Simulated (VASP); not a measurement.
# Si2Mo (P6_222) in VASP: settings compared

Si2Mo is run at these levels: RPBE, PBEsol+U; tasks: single point, relaxation of cell and atoms.

All numbers are computed with VASP 6.6.1; they aren't measurements. Logs are shortened: lines on timing, memory, paths and dates and some standing lists are left out, and cuts for length are marked.

## 1. The cell of the first run

It takes space group P6_222 (No. 180, hexagonal). The conventional cell has a = 4.634 Å, b = 4.634 Å, c = 6.633 Å, α = 90.00°, β = 90.00°, γ = 120.00°. Mo (site symmetry 222) has 10 Si at 2.59 to 2.70 Å and 4 Mo at 3.20 Å within 3.4 Å. Si (site symmetry 2) has 9 Si at 2.57 to 3.23 Å and 5 Mo at 2.59 to 2.70 Å within 3.4 Å.

## 2. Single point, RPBE

Contents of INCAR:

```
  PREC = Accurate
  ENCUT = 520
  EDIFF = 1E-6
  ISMEAR = -1
  SIGMA = 0.05
  LREAL = F
  LASPH = T
  NELM = 100
  ALGO = Normal
  ISIF = 2
  LWAVE = F
  LCHARG = F
  GGA = RP
  NBANDS = 43
```

Contents of KPOINTS:

```
Automatic mesh
0
Gamma
  5 5 3
```

Contents of POSCAR:

```
Si2Mo
1.0
    4.6340018494      0.0000000000      0.0000000000
   -2.3170009247      4.0131633227      0.0000000000
    0.0000000000      0.0000000000      6.6328136837
Mo Si
3 6
Direct
    0.5000000000      0.5000000000      0.8333333333
    0.0000000000      0.5000000000      0.1666666667
    0.5000000000      0.0000000000      0.5000000000
    0.1639714664      0.3279429328      0.5000000000
    0.6720570672      0.8360285336      0.1666666667
    0.8360285336      0.1639714664      0.8333333333
    0.8360285336      0.6720570672      0.5000000000
    0.3279429328      0.1639714664      0.1666666667
    0.1639714664      0.8360285336      0.8333333333
```

Potentials or basis: VASP PAW PBE potentials, release 64 (Mo_sv, Si).

Command:

```bash
$ cat potpaw_PBE.64/Mo_sv/POTCAR potpaw_PBE.64/Si/POTCAR > POTCAR
$ mpirun -np 1 vasp_std > vasp.out
```

OUTCAR:

```text
PREC = Accurate
   ENCUT = 520
   EDIFF = 1E-6
   ISMEAR = -1
   LREAL = F
   LASPH = T
   NELM = 100
   ISIF = 2
   GGA = RP

 ion  position               nearest neighbor table
   1  0.500  0.500  0.833-   4 2.59   7 2.59   5 2.59   8 2.59   6 2.66   9 2.66   9 2.66   6 2.66
                             6 2.70   9 2.70   3 3.20   3 3.20   2 3.20   2 3.20
   2  0.000  0.500  0.167-   4 2.59   7 2.59   6 2.59   9 2.59   8 2.66   5 2.66   5 2.66   8 2.66
                             5 2.70   8 2.70   3 3.20   3 3.20   1 3.20   1 3.20
   3  0.500  0.000  0.500-   5 2.59   6 2.59   8 2.59   9 2.59   7 2.66   4 2.66   4 2.66   7 2.66
                             4 2.70   7 2.70   1 3.20   1 3.20   2 3.20   2 3.20
   4  0.164  0.328  0.500-   6 2.57   8 2.57   1 2.59   2 2.59   7 2.63   3 2.66   3 2.66   3 2.70
                             7 2.70   7 2.70
   5  0.672  0.836  0.167-   7 2.57   6 2.57   3 2.59   1 2.59   8 2.63   2 2.66   2 2.66   2 2.70
                             8 2.70   8 2.70
   6  0.836  0.164  0.833-   4 2.57   5 2.57   3 2.59   2 2.59   9 2.63   1 2.66   1 2.66   1 2.70
                             9 2.70   9 2.70
   7  0.836  0.672  0.500-   5 2.57   9 2.57   1 2.59   2 2.59   4 2.63   3 2.66   3 2.66   3 2.70
                             4 2.70   4 2.70
   8  0.328  0.164  0.167-   4 2.57   9 2.57   3 2.59   1 2.59   5 2.63   2 2.66   2 2.66   2 2.70
                             5 2.70   5 2.70
   9  0.164  0.836  0.833-   7 2.57   8 2.57   3 2.59   2 2.59   6 2.63   1 2.66   1 2.66   1 2.70
                             6 2.70   6 2.70

  LATTYP: Found a hexagonal cell.
 ALAT       =     4.6340018494
 C/A-ratio  =     1.4313360027

  Lattice vectors:

 A1 = (   4.6340018494,   0.0000000000,   0.0000000000)
 A2 = (  -2.3170009247,   4.0131633227,   0.0000000000)
 A3 = (   0.0000000000,   0.0000000000,   6.6328136837)

Analysis of symmetry for initial positions (statically):
=====================================================================
 Subroutine PRICEL returns:
 Original cell was already a primitive cell.

 Routine SETGRP: Setting up the symmetry group for a
 hexagonal supercell.

 Subroutine GETGRP returns: Found 12 space group operations
 (whereof  4 operations were pure point group operations)
 out of a pool of 24 trial point group operations.

The static configuration has the point symmetry D_2 .
 The point group associated with its full space group is D_6 .

Analysis of symmetry for dynamics (positions and initial velocities):
=====================================================================
 Subroutine PRICEL returns:
[... 117 lines left out ...]
   POTIM  = 0.5000    time-step for ionic-motion
   TEBEG  =    0.0;   TEEND  =   0.0 temperature during run
   PSTRESS=    0.0 pullay stress
   NELECT =      66.0000    total number of electrons
   NUPDOWN=      -1.0000    fix difference up-down
   EMIN   =  10.00;   EMAX   =-10.00  energy-range for DOS
   EFERMI =   0.00;   METHOD = LEGACY
   ISMEAR =    -1;   SIGMA  =   0.05  broadening in eV -4-tet -1-fermi 0-gaus
   EFERMI_NEDOS =   21; number of points for ismear=-14 and -15
   IALGO  =     38    algorithm
   IMIX   =      4    mixing-type and parameters
     AMIX     =   0.40;   BMIX     =  1.00
     AMIX_MAG =   1.60;   BMIX_MAG =  1.00
  volume/ion in A,a.u.               =      13.71        92.49
  Fermi-wavevector in a.u.,A,eV,Ry     =   1.329054  2.511547 24.033110  1.766384
  Thomas-Fermi vector in A             =   2.458245
   LORBIT       =      0    0 simple, 1 ext, 2 COOP (PROOUT), +10 PAW based schemes
   GGA     = RP    functional components
   LHFCALC =     F    Hartree Fock is set to
   AEXX    =    0.0000 exact exchange contribution
   IVDW    =     0    specifies the selected vdW correction
   LEPSILON=     F    determine dielectric tensor
   LRPA    =     F    only Hartree local field effects (RPA)
 non-spin polarized calculation
  energy-cutoff  :      520.00
  volume of cell :      123.35
 maximum number of plane-waves:      3331
 NGX is ok and might be reduce to    36
   NGX = 17   NGY = 17   NGZ = 25

 number of electron      66.0000003 magnetization

 Free energy of the ion-electron system (eV)
  ---------------------------------------------------
  ext. energy  EPLUGINS =         0.00000000
  ---------------------------------------------------
  free energy    TOTEN  =       -66.01459448 eV

  energy without entropy =      -66.01431069  energy(sigma->0) =      -66.01445259

 E-fermi :  12.5013     XC(G=0): -12.2894

 val. band max:       12.2127376268   @ k =   0.0000   0.0000   0.3333
 cond. band min:      12.8165844561   @ k =   0.4000   0.0000   0.0000
 fundamental gap:      0.6038468293
 Fermi energy:        12.5012818459

 k-point     1 :       0.0000    0.0000    0.0000
  band No.  band energies     occupation
      1     -48.6329      2.00000
      2     -48.6063      2.00000
      3     -48.6063      2.00000
      4     -22.8527      2.00000
      5     -22.8486      2.00000
      6     -22.8486      2.00000
[... 449 lines left out ...]
     42      15.3676      0.00000
     43      15.9554      0.00000

------------------------ aborting loop because EDIFF is reached ----------------------------------------

  FORCE on cell =-STRESS in cart. coord.  units (eV):
  Direction    XX          YY          ZZ          XY          YZ          ZX
  --------------------------------------------------------------------------------------
  -------------------------------------------------------------------------------------
  Total       -0.1247466     -0.1247466     -0.1520863      0.0000000      0.0000000      0.0000000
  in kB       -1.6203118     -1.6203118     -1.9754212      0.0000000      0.0000000      0.0000000
  external PRESSURE =      -1.7386816 kB  Pullay stress =       0.0000000 kB

 VOLUME and BASIS-vectors are now :
 -----------------------------------------------------------------------------
  energy-cutoff  :      520.00
  volume of cell :      123.35
      direct lattice vectors                 reciprocal lattice vectors
     4.634001849  0.000000000  0.000000000     0.215796202  0.124589995  0.000000000
    -2.317000925  4.013163323  0.000000000     0.000000000  0.249179991  0.000000000
     0.000000000  0.000000000  6.632813684     0.000000000  0.000000000  0.150765580

 POSITION                                       TOTAL-FORCE (eV/Angst)
 -----------------------------------------------------------------------------------
      1.15850      2.00658      5.52734         0.000000     -0.000000      0.000000
     -1.15850      2.00658      1.10547         0.000000     -0.000000     -0.000000
      2.31700      0.00000      3.31641         0.000000     -0.000000      0.000000
      0.00000      1.31609      3.31641         0.000000     -0.005979      0.000000
      1.17723      3.35512      1.10547         0.005178      0.002989      0.000000
      3.49424      0.65804      5.52734         0.005178     -0.002989      0.000000
      2.31700      2.69707      3.31641        -0.000000      0.005979      0.000000
      1.13977      0.65804      1.10547        -0.005178     -0.002989      0.000000
     -1.17723      3.35512      5.52734        -0.005178      0.002989     -0.000000
 -----------------------------------------------------------------------------------
    total drift:                                0.000000      0.000000      0.000001

  FREE ENERGIE OF THE ION-ELECTRON SYSTEM (eV)
  ---------------------------------------------------
  free  energy   TOTEN  =       -66.0145944825 eV

  energy  without entropy=      -66.0143106895  energy(sigma->0) =      -66.01445259
```

OSZICAR:

```text
N       E                     dE             d eps       ncg     rms          rms(c)
DAV:   1     0.533834999635E+03    0.53383E+03   -0.36461E+04   924   0.147E+03
DAV:   2    -0.443451803783E+02   -0.57818E+03   -0.55894E+03   986   0.391E+02
DAV:   3    -0.680428947902E+02   -0.23698E+02   -0.23245E+02  1120   0.697E+01
DAV:   4    -0.684401686534E+02   -0.39727E+00   -0.39485E+00  1064   0.852E+00
DAV:   5    -0.684468831680E+02   -0.67145E-02   -0.67034E-02  1088   0.112E+00    0.349E+01
DAV:   6    -0.664831975664E+02    0.19637E+01   -0.17266E+01  1021   0.189E+01    0.834E+00
DAV:   7    -0.661352252484E+02    0.34797E+00   -0.33141E+00  1015   0.785E+00    0.779E+00
DAV:   8    -0.660152798699E+02    0.11995E+00   -0.41581E-01  1029   0.345E+00    0.789E-01
DAV:   9    -0.660149531502E+02    0.32672E-03   -0.22165E-02  1133   0.593E-01    0.474E-01
DAV:  10    -0.660149222485E+02    0.30902E-04   -0.55211E-03  1005   0.418E-01    0.196E-01
DAV:  11    -0.660145981358E+02    0.32411E-03   -0.15542E-03  1032   0.200E-01    0.271E-02
DAV:  12    -0.660145961810E+02    0.19548E-05   -0.60563E-05  1029   0.372E-02    0.192E-02
DAV:  13    -0.660145948129E+02    0.13681E-05   -0.21412E-06   768   0.692E-03    0.442E-03
DAV:  14    -0.660145944825E+02    0.33037E-06   -0.30595E-07   568   0.236E-03
   1 F= -.66014594E+02 E0= -.66014453E+02  d E =-.283793E-03
```

stdout:

```text
POSCAR found type information on POSCAR MoSi
 POSCAR found :  2 types and       9 ions
 scaLAPACK will be used
 -----------------------------------------------------------------------------
|                                                                             |
|                                                                             |
|     You enforced a specific xc type in the INCAR file but a different       |
|     I HOPE YOU KNOW WHAT YOU ARE DOING!                                     |
|                                                                             |
 -----------------------------------------------------------------------------

 LDA part: xc-table for (Slater+PW92), standard interpolation
 POSCAR, INCAR and KPOINTS ok, starting setup
 FFT: planning ... GRIDC
 FFT: planning ... GRID_SOFT
 FFT: planning ... GRID
 WAVECAR not read
 entering main loop
```

Run time: 31 s. Hardware: 1 thread of Intel Xeon 6975P-C (Granite Rapids), shared host; peak memory 0.24 GiB.

What came out:

```yaml
Free_energy: -66.0146 eV
Pressure: -0.2 GPa
Largest_force: 0.006 eV/Å
Band_gap_on_the_k_mesh: 0.60 eV (least direct gap 0.87 eV)
```

Forces on the atoms (eV/Å):
```
Mo   0.000  0.000  0.000
Mo   0.000  0.000  0.000
Mo   0.000  0.000  0.000
Si   0.000 -0.006  0.000
Si   0.005  0.003  0.000
Si   0.005 -0.003  0.000
Si   0.000  0.006  0.000
Si  -0.005 -0.003  0.000
Si  -0.005  0.003  0.000
```

Caveat: the PAW data sets were made with another functional, which shifts forces and pressure a little. A k mesh can miss the band edges.

[end of part 1 of 2]
